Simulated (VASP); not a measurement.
# TcO2 (P-3m1) in VASP: single point with LDA+U

Aim: the single point of TcO2 with LDA+U.

Everything below comes from runs of VASP 6.6.1. Logs are shortened: lines on timing, memory, paths and dates and some standing lists are left out, and cuts for length are marked.

### Step 1. The cell of the first run

It takes space group P-3m1 (No. 164, trigonal). The conventional cell has a = 2.915 Å, b = 2.915 Å, c = 4.703 Å, α = 90.00°, β = 90.00°, γ = 120.00°. Tc (site symmetry -3m) has 6 O at 2.06 Å within 2.7 Å. Within 2.7 Å of O (site symmetry 3m) lie 3 Tc at 2.06 Å.

### Step 2. Single point, LDA+U, collinear spin, zero start

Input file INCAR:

```
SYSTEM = TcO2
ALGO = Normal
EDIFF = 1E-6
ENCUT = 520
ISIF = 2
ISMEAR = 0
ISPIN = 2
LASPH = .TRUE.
LCHARG = .TRUE.
LDAU = .TRUE.
LDAUJ = 0.7 0
LDAUL = 2 -1
LDAUPRINT = 1
LDAUTYPE = 1
LDAUU = 2 0
LELF = .TRUE.
LMAXMIX = 4
LORBIT = 11
LREAL = .FALSE.
LVHAR = .TRUE.
LWAVE = .FALSE.
MAGMOM = 0 0 0
NBANDS = 24
NELM = 150
NUPDOWN = 0.0
PREC = Accurate
SIGMA = 0.05
```

Input file KPOINTS:

```
k-points
0
G
  7 7 4
  0 0 0
```

Input file POSCAR:

```
TcO2
1.0
    2.9153084500      0.0000000000      0.0000000000
   -1.4576542300      2.5247311800      0.0000000000
    0.0000000000      0.0000000000      4.7029976000
Tc O
1 2
Direct
    0.0000000000      0.0000000000      0.0000000000
    0.3333333333      0.6666666667      0.2520000000
    0.6666666667      0.3333333333      0.7480000000
```

Potentials or basis: VASP PAW LDA potentials, release 64 (Tc_pv, O).

The run is started by

```sh
$ cat potpaw_LDA.64/Tc_pv/POTCAR potpaw_LDA.64/O/POTCAR > POTCAR
$ mpirun -np 1 vasp_std > vasp.out
```

OUTCAR:

```text
SYSTEM = TcO2
   EDIFF = 1E-6
   ENCUT = 520
   ISIF = 2
   ISMEAR = 0
   ISPIN = 2
   LASPH = .TRUE.
   LORBIT = 11
   LREAL = .FALSE.
   NELM = 150
   NUPDOWN = 0.0
   PREC = Accurate

 ion  position               nearest neighbor table
   1  0.000  0.000  0.000-   3 2.06   2 2.06   3 2.06   2 2.06   3 2.06   2 2.06
   2  0.333  0.667  0.252-   1 2.06   1 2.06   1 2.06
   3  0.667  0.333  0.748-   1 2.06   1 2.06   1 2.06

  LATTYP: Found a hexagonal cell.
 ALAT       =     2.9153084500
 C/A-ratio  =     1.6132075493

  Lattice vectors:

 A1 = (   2.9153084500,   0.0000000000,   0.0000000000)
 A2 = (  -1.4576542300,   2.5247311800,   0.0000000000)
 A3 = (   0.0000000000,   0.0000000000,   4.7029976000)

Analysis of symmetry for initial positions (statically):
=====================================================================
 Subroutine PRICEL returns:
 Original cell was already a primitive cell.

 Routine SETGRP: Setting up the symmetry group for a
 hexagonal supercell.

 Subroutine GETGRP returns: Found 12 space group operations
 (whereof 12 operations were pure point group operations)
 out of a pool of 24 trial point group operations.

The static configuration has the point symmetry D_3d.

Analysis of symmetry for dynamics (positions and initial velocities):
=====================================================================
 Subroutine PRICEL returns:
 Original cell was already a primitive cell.

 Routine SETGRP: Setting up the symmetry group for a
 hexagonal supercell.

 Subroutine GETGRP returns: Found 12 space group operations
 (whereof 12 operations were pure point group operations)
 out of a pool of 24 trial point group operations.

The dynamic configuration has the point symmetry D_3d.

Analysis of structural, dynamic, and magnetic symmetry:
=====================================================================
 Subroutine PRICEL returns:
 Original cell was already a primitive cell.

 Routine SETGRP: Setting up the symmetry group for a
 hexagonal supercell.

 Subroutine GETGRP returns: Found 12 space group operations
 (whereof 12 operations were pure point group operations)
 out of a pool of 24 trial point group operations.

The overall configuration has the point symmetry D_3d.

 Subroutine INISYM returns: Found 12 space group operations
 (whereof 12 operations are pure point group operations),
 and found     1 'primitive' translations

----------------------------------------------------------------------------------------

                                     Primitive cell

  volume of cell :      34.6158

  direct lattice vectors                    reciprocal lattice vectors
     2.915308450  0.000000000  0.000000000     0.343016877  0.198040887  0.000000000
    -1.457654230  2.524731180  0.000000000     0.000000000  0.396081772  0.000000000
     0.000000000  0.000000000  4.702997600     0.000000000  0.000000000  0.212630345

  length of vectors
     2.915308450  2.915308455  4.702997600     0.396081773  0.396081772  0.212630345

  position of ions in fractional coordinates (direct lattice)
     0.000000000  0.000000000  0.000000000
     0.333333333  0.666666667  0.252000000
     0.666666667  0.333333333  0.748000000

  ion indices of the primitive-cell ions
   primitive index   ion index
                 1           1
                 2           2
                 3           3

----------------------------------------------------------------------------------------

 KPOINTS: k-points

Automatic generation of k-mesh.
 Grid dimensions read from file:
 generate k-points for:    7    7    4

 Generating k-lattice:

  Cartesian coordinates                     Fractional coordinates (reciprocal lattice)
     0.049002411  0.028291555  0.000000000     0.142857143  0.000000000  0.000000000
     0.000000000  0.056583110  0.000000000     0.000000000  0.142857143  0.000000000
     0.000000000  0.000000000  0.053157586     0.000000000  0.000000000  0.250000000

  Length of vectors
     0.056583110  0.056583110  0.053157586

  Shift w.r.t. Gamma in fractional coordinates (k-lattice)
     0.000000000  0.000000000  0.000000000

 Subroutine IBZKPT returns following result:
 ===========================================

 Found     28 irreducible k-points:

 Following reciprocal coordinates:
            Coordinates               Weight
  0.000000  0.000000  0.000000      1.000000
  0.142857  0.000000  0.000000      6.000000
  0.285714  0.000000  0.000000      6.000000
  0.428571  0.000000  0.000000      6.000000
  0.142857  0.142857  0.000000      6.000000
  0.285714  0.142857  0.000000     12.000000
[... 16 lines left out ...]
  0.285714  0.000000  0.500000      6.000000
  0.428571  0.000000  0.500000      6.000000
 [... further k-points ...]
   k-points           NKPTS =     28   k-points in BZ     NKDIM =     28   number of bands    NBANDS=     24
   number of dos      NEDOS =    301   number of ions     NIONS =      3
   total plane-waves  NPLWV =  20736
   dimension x,y,z NGX =    24 NGY =   24 NGZ =   36
   dimension x,y,z NGXF=    48 NGYF=   48 NGZF=   72
   ions per type =               1   2
   NGX,Y,Z   is equivalent  to a cutoff of  13.69, 13.69, 12.73 a.u.
   NGXF,Y,Z  is equivalent  to a cutoff of  27.37, 27.37, 25.45 a.u.
 SYSTEM =  TcO2
   PREC   = accura    normal or accurate (medium, high low for compatibility)
   ISTART =      0    job   : 0-new  1-cont  2-samecut
   ICHARG =      2    charge: 1-file 2-atom 10-const
   ISPIN  =      2    spin polarized calculation?
   LNONCOLLINEAR =      F non collinear calculations
   LSORBIT =      F    spin-orbit coupling
   LASPH  =      T    aspherical Exc in radial PAW
   ENCUT  =  520.0 eV  38.22 Ry    6.18 a.u.   5.42  5.42  8.74*2*pi/ulx,y,z
   NELM   =    150;   NELMIN=  2; NELMDL= -5     # of ELM steps
   EDIFF  = 0.1E-05   stopping-criterion for ELM
   LREAL  =      F    real-space projection
   EDIFFG = 0.1E-04   stopping-criterion for IOM
   NSW    =      0    number of steps for IOM
   IBRION =     -1    ionic relax: 0-MD 1-quasi-New 2-CG
   NFREE  =      0    steps in history (QN), initial steepest desc. (CG)
   ISIF   =      2    stress and relaxation
   ISYM   =      2    0-nonsym 1-usesym 2-fastsym
   POTIM  = 0.5000    time-step for ionic-motion
   TEBEG  =    0.0;   TEEND  =   0.0 temperature during run
   PSTRESS=    0.0 pullay stress
   NELECT =      25.0000    total number of electrons
   NUPDOWN=       0.0000    fix difference up-down
   EMIN   =  10.00;   EMAX   =-10.00  energy-range for DOS
   EFERMI =   0.00;   METHOD = LEGACY
   ISMEAR =     0;   SIGMA  =   0.05  broadening in eV -4-tet -1-fermi 0-gaus
   EFERMI_NEDOS =   21; number of points for ismear=-14 and -15
   IALGO  =     38    algorithm
   IMIX   =      4    mixing-type and parameters
     AMIX     =   0.40;   BMIX     =  1.00
     AMIX_MAG =   1.60;   BMIX_MAG =  1.00
  volume/ion in A,a.u.               =      11.54        77.87
  Fermi-wavevector in a.u.,A,eV,Ry     =   1.468802  2.775634 29.352942  2.157380
  Thomas-Fermi vector in A             =   2.584256
   LORBIT       =     11    0 simple, 1 ext, 2 COOP (PROOUT), +10 PAW based schemes
 LDA+U is selected, type is set to LDAUTYPE =  1
   angular momentum for each species LDAUL =     2   -1
   U (eV)           for each species LDAUU =   2.0  0.0
   J (eV)           for each species LDAUJ =   0.7  0.0
   GGA     = CA    functional components
   LHFCALC =     F    Hartree Fock is set to
   AEXX    =    0.0000 exact exchange contribution
   IVDW    =     0    specifies the selected vdW correction
   LEPSILON=     F    determine dielectric tensor
   LRPA    =     F    only Hartree local field effects (RPA)
 spin polarized calculation
 Gauss-broadening in eV      SIGMA  =   0.05
  energy-cutoff  :      520.00
  volume of cell :       34.62
 maximum number of plane-waves:       966
 NGX is ok and might be reduce to    24
   NGX = 11   NGY = 11   NGZ = 17

 number of electron      24.9999989 magnetization      -0.0000000

atom =   1  type =  1  l = 2

 onsite density matrix

spin component  1

  0.4946  0.0000  0.0000  0.0927  0.0000
  0.0000  0.4973  0.0000 -0.0000  0.0927
  0.0000  0.0000  0.4903  0.0000  0.0000
  0.0927 -0.0000  0.0000  0.4973 -0.0000
  0.0000  0.0927  0.0000 -0.0000  0.4946

spin component  2

  0.4946  0.0000  0.0000  0.0927  0.0000
  0.0000  0.4973  0.0000 -0.0000  0.0927
  0.0000  0.0000  0.4904  0.0000  0.0000
  0.0927 -0.0000  0.0000  0.4973 -0.0000
  0.0000  0.0927  0.0000 -0.0000  0.4946

 occupancies and eigenvectors

  o =  0.4032  v =  0.6038 -0.3723 -0.0000 -0.5951  0.3777  0.0000  0.0000  0.0000  0.0000  0.0000      0.0000  0.0000  0.0000  0.0000  0.0000  0.0000  0.0000  0.0000  0.0000  0.0000
  o =  0.4032  v =  0.3777  0.5951 -0.0000 -0.3723 -0.6038  0.0000  0.0000  0.0000  0.0000  0.0000      0.0000  0.0000  0.0000  0.0000  0.0000  0.0000  0.0000  0.0000  0.0000  0.0000
  o =  0.4032  v =  0.0000  0.0000  0.0000  0.0000  0.0000  0.6038 -0.3723 -0.0000 -0.5951  0.3777      0.0000  0.0000  0.0000  0.0000  0.0000  0.0000  0.0000  0.0000  0.0000  0.0000
  o =  0.4032  v =  0.0000  0.0000  0.0000  0.0000  0.0000  0.3777  0.5951 -0.0000 -0.3723 -0.6038      0.0000  0.0000  0.0000  0.0000  0.0000  0.0000  0.0000  0.0000  0.0000  0.0000
  o =  0.4903  v = -0.0000 -0.0000  1.0000 -0.0000 -0.0000  0.0000  0.0000  0.0000  0.0000  0.0000      0.0000  0.0000  0.0000  0.0000  0.0000  0.0000  0.0000  0.0000  0.0000  0.0000
  o =  0.4904  v =  0.0000  0.0000  0.0000  0.0000  0.0000 -0.0000 -0.0000  1.0000 -0.0000 -0.0000      0.0000  0.0000  0.0000  0.0000  0.0000  0.0000  0.0000  0.0000  0.0000  0.0000
  o =  0.5887  v =  0.0000  0.0000  0.0000  0.0000  0.0000 -0.5951 -0.3777 -0.0000 -0.6038 -0.3723      0.0000  0.0000  0.0000  0.0000  0.0000  0.0000  0.0000  0.0000  0.0000  0.0000
  o =  0.5887  v =  0.0000  0.0000  0.0000  0.0000  0.0000  0.3723 -0.6038  0.0000  0.3777 -0.5951      0.0000  0.0000  0.0000  0.0000  0.0000  0.0000  0.0000  0.0000  0.0000  0.0000
  o =  0.5887  v = -0.5951 -0.3777 -0.0000 -0.6038 -0.3723  0.0000  0.0000  0.0000  0.0000  0.0000      0.0000  0.0000  0.0000  0.0000  0.0000  0.0000  0.0000  0.0000  0.0000  0.0000
  o =  0.5887  v =  0.3723 -0.6038  0.0000  0.3777 -0.5951  0.0000  0.0000  0.0000  0.0000  0.0000      0.0000  0.0000  0.0000  0.0000  0.0000  0.0000  0.0000  0.0000  0.0000  0.0000

 number of electron      24.9999989 magnetization       0.0000000

 Free energy of the ion-electron system (eV)
  ---------------------------------------------------
  ext. energy  EPLUGINS =         0.00000000
  ---------------------------------------------------
  free energy    TOTEN  =       -24.94432805 eV

  energy without entropy =      -24.93972500  energy(sigma->0) =      -24.94202653

 E-fermi :   5.9087     XC(G=0): -11.9632

 val. band max:        5.8941227892   @ k =   0.2857   0.0000   0.2500
 cond. band min:       5.9106198971   @ k =   0.0000   0.2857   0.2500
 fundamental gap:      0.0164971079
 Fermi energy:         5.9086234493

 spin component 1

 k-point     1 :       0.0000    0.0000    0.0000
  band No.  band energies     occupation
      1     -34.2138      1.00000
      2     -34.0709      1.00000
      3     -34.0709      1.00000
      4     -13.7160      1.00000
      5     -12.0419      1.00000
      6      -1.5956      1.00000
[... 637 lines left out ...]
     23      25.3987      0.00000
     24      27.9844      0.00000

 [... further k-points ...]

 spin component 2

 k-point     1 :       0.0000    0.0000    0.0000
  band No.  band energies     occupation
      1     -34.2138      1.00000
      2     -34.0709      1.00000
      3     -34.0709      1.00000
      4     -13.7160      1.00000
      5     -12.0419      1.00000
      6      -1.5957      1.00000
[... 637 lines left out ...]
     23      25.3987      0.00000
     24      27.9844      0.00000

 [... further k-points ...]

------------------------ aborting loop because EDIFF is reached ----------------------------------------

  FORCE on cell =-STRESS in cart. coord.  units (eV):
  Direction    XX          YY          ZZ          XY          YZ          ZX
  --------------------------------------------------------------------------------------
  -------------------------------------------------------------------------------------
  Total       -5.1636283     -5.1636283     -3.8232581      0.0000000      0.0000000     -0.0000000
  in kB     -238.9962797   -238.9962801   -176.9578329      0.0000005      0.0000000     -0.0000000
  external PRESSURE =    -218.3167976 kB  Pullay stress =       0.0000000 kB

 VOLUME and BASIS-vectors are now :
 -----------------------------------------------------------------------------
  energy-cutoff  :      520.00
  volume of cell :       34.62
      direct lattice vectors                 reciprocal lattice vectors
     2.915308450  0.000000000  0.000000000     0.343016877  0.198040887  0.000000000
    -1.457654230  2.524731180  0.000000000     0.000000000  0.396081772  0.000000000
     0.000000000  0.000000000  4.702997600     0.000000000  0.000000000  0.212630345

 POSITION                                       TOTAL-FORCE (eV/Angst)
 -----------------------------------------------------------------------------------
      0.00000      0.00000      0.00000         0.000000      0.000000      0.000000
     -0.00000      1.68315      1.18516        -0.000000     -0.000000     -1.452486
      1.45765      0.84158      3.51784         0.000000      0.000000      1.452486
 -----------------------------------------------------------------------------------
    total drift:                                0.000000     -0.000000      0.000000

  FREE ENERGIE OF THE ION-ELECTRON SYSTEM (eV)
  ---------------------------------------------------
  free  energy   TOTEN  =       -24.9443280528 eV

  energy  without entropy=      -24.9397249977  energy(sigma->0) =      -24.94202653

 total charge

# of ion       s       p       d       tot
------------------------------------------
    1        0.379   6.545   4.894  11.817
    2        1.575   3.330   0.000   4.905
    3        1.575   3.330   0.000   4.905
--------------------------------------------------
tot          3.528  13.205   4.894  21.627

 magnetization (x)

# of ion       s       p       d       tot
------------------------------------------
    1        0.000   0.000  -0.000   0.000
    2       -0.000   0.000   0.000   0.000
    3       -0.000   0.000   0.000   0.000
--------------------------------------------------
tot          0.000   0.000  -0.000   0.000
```

Wall time 24 s (1 thread of Intel Xeon 6975P-C (Granite Rapids), shared host); peak memory 0.16 GiB.

What came out:

```
Free energy                                           : -24.9443 eV
Pressure                                              : -21.8 GPa
Largest force                                         : 1.452 eV/Å
Net moment                                            : 0.00 μB per cell
Valence electrons inside the program's atomic spheres : Tc 11.82; O 4.91
```

Forces on the atoms (eV/Å):
```
Tc   0.000  0.000  0.000
O    0.000  0.000 -1.452
O    0.000  0.000  1.452
```

Eigenvalues of the final occupation matrices:
| site | spin | trace | eigenvalues |
| --- | --- | --- | --- |
| site 1 d | 1 | 2.47 | 0.40 0.40 0.49 0.59 0.59 |
| site 1 d | 2 | 2.47 | 0.40 0.40 0.49 0.59 0.59 |

Caveat: the total moment is fixed, so each spin has its own Fermi level; forces of over 1 eV/Å act on the atoms, so gaps and moduli don't describe the material at rest.
